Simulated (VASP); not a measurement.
The system is Re.

```xyz
1
Lattice="-1.5351 1.5351 1.5351 1.5351 -1.5351 1.5351 1.5351 1.5351 -1.5351" Properties=species:S:1:pos:R:3 pbc="T T T"
Re    0.0000    0.0000    0.0000
```

Base run:

* Program: VASP 6.6.1
* Functional: LDA
* Potentials or basis: VASP PAW LDA potentials, release 64 (Re)
* Cutoff: 520 eV
* k mesh: 19 × 19 × 19
* Occupations: fermi-dirac, width 0.05 eV
* Spin: no spin polarisation

Its results: pressure 1.4 GPa.

The run is repeated on the same cell with these changes: potentials or basis from VASP PAW LDA potentials, release 64 (Re) to VASP PAW LDA potentials, release 64 (Re_sv_GW); cutoff from 520 eV to 500 eV; further incar settings from ALGO = Normal; EDIFF = 1e-06; NBANDS = 10 to ALGO = Normal; EDIFF = 1e-06; NBANDS = 14; valence electrons from 7 to 15. What comes out?

Pressure -1.0 GPa.
